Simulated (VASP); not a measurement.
# BiB (P6_3/mmc) in VASP: further runs

BiB is run at these levels: r2SCAN+rVV10; tasks: single point, relaxation of cell and atoms.

Everything below comes from runs of VASP 6.6.1. Logs are shortened: lines on timing, memory, paths and dates and some standing lists are left out, and cuts for length are marked.

### 1 The cell of the first run

It takes space group P6_3/mmc (No. 194, hexagonal). Conventional cell: a = 4.222 Å, b = 4.222 Å, c = 5.348 Å, α = 90.00°, β = 90.00°, γ = 120.00°. B (site symmetry -6m2) has 5 Bi at 2.44 to 2.67 Å within 3.2 Å. Bi (site symmetry -6m2) has 5 B at 2.44 to 2.67 Å within 3.2 Å.

### 2 Single point, r2SCAN+rVV10

POSCAR

```
BiB
1.0
    4.2223483052      0.0000000000      0.0000000000
   -2.1111741526      3.6566608960      0.0000000000
    0.0000000000      0.0000000000      5.3479596735
B Bi
2 2
Direct
    0.3333333333      0.6666666667      0.2500000000
    0.6666666667      0.3333333333      0.7500000000
    0.6666666667      0.3333333333      0.2500000000
    0.3333333333      0.6666666667      0.7500000000
```

INCAR.step1

```
  PREC = Accurate
  ENCUT = 520
  ISMEAR = -1
  SIGMA = 0.03
  LREAL = F
  LASPH = T
  NELM = 60
  NBANDS = 26
  GGA = PE
  ALGO = Normal
  EDIFF = 1E-4
  LWAVE = T
  LCHARG = F
```

INCAR.step2

```
  PREC = Accurate
  ENCUT = 520
  EDIFF = 1E-6
  ISMEAR = -1
  SIGMA = 0.03
  LREAL = F
  LASPH = T
  NELM = 60
  ALGO = Normal
  ISIF = 2
  LWAVE = F
  LCHARG = F
  METAGGA = R2SCAN
  LMIXTAU = T
  LUSE_VDW = T
  IVDW_NL = 2
  BPARAM = 11.95
  CPARAM = 0.0093
  NBANDS = 26
  ISTART = 1
```

KPOINTS

```
Automatic mesh
0
Gamma
  12 12 6
```

Potentials or basis: VASP PAW PBE potentials, release 64 (B, Bi_d).

Launch:

```bash
$ cat potpaw_PBE.64/B/POTCAR potpaw_PBE.64/Bi_d/POTCAR > POTCAR
$ cp INCAR.step1 INCAR
$ mpirun -np 1 vasp_std > vasp.out
$ cp INCAR.step2 INCAR
$ mpirun -np 1 vasp_std > vasp.out
```

OUTCAR:

```text
PREC = Accurate
   ENCUT = 520
   EDIFF = 1E-6
   ISMEAR = -1
   LREAL = F
   LASPH = T
   NELM = 60
   ISIF = 2
   METAGGA = R2SCAN
   IVDW_NL = 2
   BPARAM = 11.95
   ISTART = 1

 ion  position               nearest neighbor table
   1  0.333  0.667  0.250-   3 2.44   3 2.44   3 2.44   4 2.67   4 2.67
   2  0.667  0.333  0.750-   4 2.44   4 2.44   4 2.44   3 2.67   3 2.67
   3  0.667  0.333  0.250-   1 2.44   1 2.44   1 2.44   2 2.67   2 2.67   4 3.62   4 3.62   4 3.62
                             4 3.62   4 3.62   4 3.62
   4  0.333  0.667  0.750-   2 2.44   2 2.44   2 2.44   1 2.67   1 2.67   3 3.62   3 3.62   3 3.62
                             3 3.62   3 3.62   3 3.62

  LATTYP: Found a hexagonal cell.
 ALAT       =     4.2223483052
 C/A-ratio  =     1.2665842055

  Lattice vectors:

 A1 = (   4.2223483052,   0.0000000000,   0.0000000000)
 A2 = (  -2.1111741526,   3.6566608960,   0.0000000000)
 A3 = (   0.0000000000,   0.0000000000,   5.3479596735)

Analysis of symmetry for initial positions (statically):
=====================================================================
 Subroutine PRICEL returns:
 Original cell was already a primitive cell.

 Routine SETGRP: Setting up the symmetry group for a
 hexagonal supercell.

 Subroutine GETGRP returns: Found 24 space group operations
 (whereof 12 operations were pure point group operations)
 out of a pool of 24 trial point group operations.

The static configuration has the point symmetry D_3d.
 The point group associated with its full space group is D_6h.

Analysis of symmetry for dynamics (positions and initial velocities):
=====================================================================
 Subroutine PRICEL returns:
 Original cell was already a primitive cell.

 Routine SETGRP: Setting up the symmetry group for a
 hexagonal supercell.

 Subroutine GETGRP returns: Found 24 space group operations
 (whereof 12 operations were pure point group operations)
 out of a pool of 24 trial point group operations.

The dynamic configuration has the point symmetry D_3d.
 The point group associated with its full space group is D_6h.

 Subroutine INISYM returns: Found 24 space group operations
 (whereof 12 operations are pure point group operations),
 and found     1 'primitive' translations

----------------------------------------------------------------------------------------

                                     Primitive cell

  volume of cell :      82.5709

  direct lattice vectors                    reciprocal lattice vectors
     4.222348305  0.000000000  0.000000000     0.236835033  0.136736770  0.000000000
    -2.111174153  3.656660896  0.000000000     0.000000000  0.273473540  0.000000000
     0.000000000  0.000000000  5.347959674     0.000000000  0.000000000  0.186987199

  length of vectors
     4.222348305  4.222348305  5.347959674     0.273473540  0.273473540  0.186987199

  position of ions in fractional coordinates (direct lattice)
     0.333333333  0.666666667  0.250000000
     0.666666667  0.333333333  0.750000000
     0.666666667  0.333333333  0.250000000
     0.333333333  0.666666667  0.750000000

  ion indices of the primitive-cell ions
   primitive index   ion index
                 1           1
                 2           2
                 3           3
                 4           4

----------------------------------------------------------------------------------------

 KPOINTS: Automatic mesh

Automatic generation of k-mesh.
 Grid dimensions read from file:
 generate k-points for:   12   12    6

 Generating k-lattice:

  Cartesian coordinates                     Fractional coordinates (reciprocal lattice)
     0.019736253  0.011394731  0.000000000     0.083333333  0.000000000  0.000000000
     0.000000000  0.022789462  0.000000000     0.000000000  0.083333333  0.000000000
     0.000000000  0.000000000  0.031164533     0.000000000  0.000000000  0.166666667

  Length of vectors
     0.022789462  0.022789462  0.031164533

  Shift w.r.t. Gamma in fractional coordinates (k-lattice)
     0.000000000  0.000000000  0.000000000

 Subroutine IBZKPT returns following result:
 ===========================================

 Found     76 irreducible k-points:

 Following reciprocal coordinates:
            Coordinates               Weight
  0.000000  0.000000  0.000000      1.000000
  0.083333 -0.000000  0.000000      6.000000
  0.166667  0.000000  0.000000      6.000000
  0.250000 -0.000000  0.000000      6.000000
  0.333333  0.000000  0.000000      6.000000
  0.416667 -0.000000  0.000000      6.000000
[... 16 lines left out ...]
  0.250000 -0.000000  0.166667     12.000000
  0.333333  0.000000  0.166667     12.000000
 [... further k-points ...]
   k-points           NKPTS =     76   k-points in BZ     NKDIM =     76   number of bands    NBANDS=     26
   number of dos      NEDOS =    301   number of ions     NIONS =      4
   total plane-waves  NPLWV =  40960
   dimension x,y,z NGX =    32 NGY =   32 NGZ =   40
   dimension x,y,z NGXF=    64 NGYF=   64 NGZF=   80
   ions per type =               2   2
   NGX,Y,Z   is equivalent  to a cutoff of  12.60, 12.60, 12.43 a.u.
   NGXF,Y,Z  is equivalent  to a cutoff of  25.20, 25.20, 24.87 a.u.
 SYSTEM =  unknown system
   PREC   = accura    normal or accurate (medium, high low for compatibility)
   ISTART =      1    job   : 0-new  1-cont  2-samecut
   ICHARG =      0    charge: 1-file 2-atom 10-const
   ISPIN  =      1    spin polarized calculation?
   LNONCOLLINEAR =      F non collinear calculations
   LSORBIT =      F    spin-orbit coupling
   LASPH  =      T    aspherical Exc in radial PAW
   ENCUT  =  520.0 eV  38.22 Ry    6.18 a.u.   7.85  7.85  9.94*2*pi/ulx,y,z
   NELM   =     60;   NELMIN=  2; NELMDL=  0     # of ELM steps
   EDIFF  = 0.1E-05   stopping-criterion for ELM
   LREAL  =      F    real-space projection
   EDIFFG = 0.1E-04   stopping-criterion for IOM
   NSW    =      0    number of steps for IOM
   IBRION =     -1    ionic relax: 0-MD 1-quasi-New 2-CG
   NFREE  =      0    steps in history (QN), initial steepest desc. (CG)
   ISIF   =      2    stress and relaxation
   ISYM   =      2    0-nonsym 1-usesym 2-fastsym
   POTIM  = 0.5000    time-step for ionic-motion
   TEBEG  =    0.0;   TEEND  =   0.0 temperature during run
   PSTRESS=    0.0 pullay stress
   NELECT =      36.0000    total number of electrons
   NUPDOWN=      -1.0000    fix difference up-down
   EMIN   =  10.00;   EMAX   =-10.00  energy-range for DOS
   EFERMI =   0.00;   METHOD = LEGACY
   ISMEAR =    -1;   SIGMA  =   0.03  broadening in eV -4-tet -1-fermi 0-gaus
   EFERMI_NEDOS =   21; number of points for ismear=-14 and -15
   IALGO  =     38    algorithm
   IMIX   =      4    mixing-type and parameters
     AMIX     =   0.40;   BMIX     =  1.00
     AMIX_MAG =   1.60;   BMIX_MAG =  1.00
  volume/ion in A,a.u.               =      20.64       139.30
  Fermi-wavevector in a.u.,A,eV,Ry     =   1.241367  2.345843 20.966455  1.540991
  Thomas-Fermi vector in A             =   2.375767
   LORBIT       =      0    0 simple, 1 ext, 2 COOP (PROOUT), +10 PAW based schemes
   METAGGA = R2SCAN    functional components
   LHFCALC =     F    Hartree Fock is set to
   AEXX    =    0.0000 exact exchange contribution
   IVDW_NL    =     2    kernel type
   BPARAM     =11.9500
   IVDW    =     0    specifies the selected vdW correction
   LEPSILON=     F    determine dielectric tensor
   LRPA    =     F    only Hartree local field effects (RPA)
 non-spin polarized calculation
  energy-cutoff  :      520.00
  volume of cell :       82.57
 maximum number of plane-waves:      2238
 NGX is ok and might be reduce to    32
   NGX = 15   NGY = 15   NGZ = 19

 number of electron      36.0000009 magnetization

 Free energy of the ion-electron system (eV)
  ---------------------------------------------------
  ext. energy  EPLUGINS =         0.00000000
  ---------------------------------------------------
  free energy    TOTEN  =      -125.97730751 eV

  energy without entropy =     -125.97225663  energy(sigma->0) =     -125.97478207

 E-fermi :   6.6796     XC(G=0): -10.8830

 val. band max:        6.6647084922   @ k =   0.1667   0.1667   0.0000
 cond. band min:       6.6836477246   @ k =   0.4167   0.1667   0.3333
 fundamental gap:      0.0189392324
 Fermi energy:         6.6795881332

 k-point     1 :       0.0000    0.0000    0.0000
  band No.  band energies     occupation
      1     -16.8727      2.00000
      2     -16.8027      2.00000
      3     -16.8027      2.00000
      4     -16.7773      2.00000
      5     -16.7722      2.00000
      6     -16.7722      2.00000
[... 18 lines left out ...]
     25      12.2638      0.00000
     26      13.3504      0.00000

 k-point     2 :       0.0833   -0.0000    0.0000
  band No.  band energies     occupation
      1     -16.8718      2.00000
      2     -16.8041      2.00000
      3     -16.8024      2.00000
      4     -16.7860      2.00000
      5     -16.7721      2.00000
      6     -16.7692      2.00000
[... 18 lines left out ...]
     25      12.8150      0.00000
     26      13.2625      0.00000

 k-point     3 :       0.1667    0.0000    0.0000
  band No.  band energies     occupation
      1     -16.8696      2.00000
      2     -16.8079      2.00000
      3     -16.8016      2.00000
      4     -16.7960      2.00000
      5     -16.7684      2.00000
      6     -16.7637      2.00000
[... 18 lines left out ...]
     25      13.0889      0.00000
     26      14.1575      0.00000

 k-point     4 :       0.2500   -0.0000    0.0000
  band No.  band energies     occupation
      1     -16.8675      2.00000
      2     -16.8129      2.00000
      3     -16.8037      2.00000
      4     -16.8002      2.00000
      5     -16.7620      2.00000
      6     -16.7562      2.00000
[... 18 lines left out ...]
     25      13.9449      0.00000
     26      13.9766      0.00000
[... 496 lines left out ...]
      1     -16.8636      2.00000
      2     -16.8100      2.00000
      3     -16.8067      2.00000
      4     -16.7947      2.00000
      5     -16.7695      2.00000
      6     -16.7687      2.00000
[... 18 lines left out ...]
     25      12.6314      0.00000
     26      14.1822      0.00000

 k-point    23 :       0.2500   -0.0000    0.1667
  band No.  band energies     occupation
      1     -16.8621      2.00000
      2     -16.8110      2.00000
      3     -16.8040      2.00000
      4     -16.8007      2.00000
      5     -16.7625      2.00000
      6     -16.7604      2.00000
[... 18 lines left out ...]
     25      13.5317      0.00000
     26      14.3206      0.00000

 k-point    24 :       0.3333    0.0000    0.1667
  band No.  band energies     occupation
      1     -16.8611      2.00000
      2     -16.8127      2.00000
      3     -16.8114      2.00000
      4     -16.7933      2.00000
      5     -16.7559      2.00000
      6     -16.7526      2.00000
[... 18 lines left out ...]
     25      14.2532      0.00000
     26      14.4221      0.00000

 [... further k-points ...]

------------------------ aborting loop because EDIFF is reached ----------------------------------------

  FORCE on cell =-STRESS in cart. coord.  units (eV):
  Direction    XX          YY          ZZ          XY          YZ          ZX
  --------------------------------------------------------------------------------------
  -------------------------------------------------------------------------------------
  Total        0.2035480      0.2035480      0.4737818      0.0000000      0.0000000      0.0000000
  in kB        3.9495766      3.9495766      9.1931017      0.0000000      0.0000000      0.0000000
  external PRESSURE =       5.6974183 kB  Pullay stress =       0.0000000 kB

 VOLUME and BASIS-vectors are now :
 -----------------------------------------------------------------------------
  energy-cutoff  :      520.00
  volume of cell :       82.57
      direct lattice vectors                 reciprocal lattice vectors
     4.222348305  0.000000000  0.000000000     0.236835033  0.136736770  0.000000000
    -2.111174153  3.656660896  0.000000000     0.000000000  0.273473540  0.000000000
     0.000000000  0.000000000  5.347959674     0.000000000  0.000000000  0.186987199

 POSITION                                       TOTAL-FORCE (eV/Angst)
 -----------------------------------------------------------------------------------
     -0.00000      2.43777      1.33699         0.000000      0.000000      0.000000
      2.11117      1.21889      4.01097        -0.000000      0.000000      0.000000
      2.11117      1.21889      1.33699         0.000000     -0.000000     -0.000000
     -0.00000      2.43777      4.01097        -0.000000      0.000000      0.000000
 -----------------------------------------------------------------------------------
    total drift:                               -0.000000      0.000000      0.000000

  FREE ENERGIE OF THE ION-ELECTRON SYSTEM (eV)
  ---------------------------------------------------
  free  energy   TOTEN  =      -125.9773075107 eV

  energy  without entropy=     -125.9722566334  energy(sigma->0) =     -125.97478207
```

Wall time 6.7 min (1 thread of Intel Xeon Platinum 8259CL at 2.50GHz (Skylake/Cascade Lake), shared host); peak memory 0.45 GiB.

What came out:

| Quantity | Value |
| --- | --- |
| Free energy | -125.9773 eV |
| Pressure | 0.6 GPa |
| Band gap on the k mesh | zero (band 18 reaches 7.96 eV, above the bottom of band 19 at 5.47 eV) |

Levels at points of the mesh, in eV from the Fermi level:
```tsv
k point	band 16	band 17	band 18	band 19	band 20	band 21
(0.00, 0.00, 0.00)	-2.70	0.06	0.06	0.39	0.53	2.21
(0.50, 0.00, 0.00)	-4.25	-2.48	-1.35	-1.21	2.60	5.35
(0.00, 0.00, 0.50)	-1.53	-1.53	-1.53	-0.50	-0.50	3.33
(0.50, 0.00, 0.50)	-3.03	-0.20	-0.20	1.08	1.08	3.19
```

Caveat: the PAW data sets were made with another functional, which shifts forces and pressure a little; spin-orbit coupling is left out, which moves the levels of the heavy elements.

### 3 Relaxation of cell and atoms, r2SCAN+rVV10

This run uses another cell than the first one, of 20.40 Å³/atom, 0.988 times its volume.

POSCAR

```
BiB
1.0
    4.2114056334      0.0000000000      0.0000000000
   -2.1057028167      3.6471842642      0.0000000000
    0.0000000000      0.0000000000      5.3127445850
B Bi
2 2
Direct
    0.3333333333      0.6666666667      0.2500000000
    0.6666666667      0.3333333333      0.7500000000
    0.6666666667      0.3333333333      0.2500000000
    0.3333333333      0.6666666667      0.7500000000
```

INCAR.step1

```
SYSTEM = BiB
  ALGO = Normal
  EDIFF = 1E-4
  ENCUT = 600
  GGA = PE
  ISMEAR = -1
  LASPH = .True.
  LCHARG = .False.
  LREAL = .False.
  LWAVE = .True.
  NELM = 100
  PREC = Accurate
  SIGMA = 0.03
```

INCAR.step2

```
SYSTEM = BiB
  ALGO = Normal
  BPARAM = 11.95
  CPARAM = 0.0093
  EDIFF = 1E-6
  EDIFFG = -0.01
  ENCUT = 600
  IBRION = 2
  ISIF = 3
  ISMEAR = -1
  ISTART = 1
  IVDW_NL = 2
  LASPH = .True.
  LCHARG = .False.
  LMIXTAU = .True.
  LREAL = .False.
  LUSE_VDW = .True.
  LWAVE = .False.
  METAGGA = R2SCAN
  NELM = 100
  NSW = 100
  PREC = Accurate
  SIGMA = 0.03
```

KPOINTS

```
k-points
0
Gamma
  6 6 4
  0 0 0
```

Potentials or basis: VASP PAW PBE potentials, release 64 (B, Bi_d).

Launch:

```bash
$ cat potpaw_PBE.64/B/POTCAR potpaw_PBE.64/Bi_d/POTCAR > POTCAR
$ cp INCAR.step1 INCAR
$ mpirun -np 1 vasp_std > vasp.out
$ cp INCAR.step2 INCAR
$ mpirun -np 1 vasp_std > vasp.out
```

Run time: 11 min. Hardware: 1 thread of Intel Xeon Platinum 8259CL at 2.50GHz (Skylake/Cascade Lake), shared host; peak memory 0.46 GiB.

It converged, with:

| Item | Value |
| --- | --- |
| Free energy | -125.9359 eV |
| Relaxed volume | 20.70 Å³/atom |
| Relaxed cell | a = 4.226 Å, b = 4.226 Å, c = 5.354 Å, α = 90.00°, β = 90.00°, γ = 120.00° |
| Space group after relaxing (to 0.05 Å) | P6_3/mmc (No. 194) |
| Energy gained by relaxing | 1.2 meV/atom |
| Ionic steps | 3 |
| Pressure after relaxing | 0.0 GPa |
| Band gap on the k mesh | zero (band 18 reaches 7.93 eV, above the bottom of band 19 at 5.44 eV) |

Step by step:
```
step  energy change (eV)  largest force (eV/Å)  pressure (GPa)  volume (Å³)
   1              0.0000                0.0000            1.16        81.60
   2             -0.0039                0.0000           -0.51        83.36
   3             -0.0050                0.0000            0.00        82.80
```

Final structure:
```
B Bi
1.0
     4.22602    0.00000    0.00000
    -2.11301    3.65984    0.00000
     0.00000    0.00000    5.35355
B Bi
2 2
Direct
  0.33333 0.66667 0.25000
  0.66667 0.33333 0.75000
  0.66667 0.33333 0.25000
  0.33333 0.66667 0.75000
```

Levels at points of the mesh, in eV from the Fermi level:
| k point | band 14 | band 15 | band 16 | band 17 | band 18 | band 19 | band 20 | band 21 | band 22 |
| --- | --- | --- | --- | --- | --- | --- | --- | --- | --- |
| (0.00, 0.00, 0.00) | -3.82 | -2.72 | -2.72 | 0.02 | 0.02 | 0.36 | 0.47 | 2.16 | 2.16 |
| (0.50, 0.00, 0.00) | -5.79 | -4.36 | -4.27 | -2.50 | -1.39 | -1.25 | 2.54 | 5.31 | 6.32 |
| (0.00, 0.00, 0.50) | -3.11 | -1.56 | -1.56 | -1.56 | -1.56 | -0.54 | -0.54 | 3.28 | 3.28 |
| (0.50, 0.00, 0.50) | -8.12 | -3.06 | -3.06 | -0.24 | -0.24 | 1.05 | 1.05 | 3.14 | 3.14 |

Caveat: the PAW data sets were made with another functional, which shifts forces and pressure a little; spin-orbit coupling is left out, which moves the levels of the heavy elements.
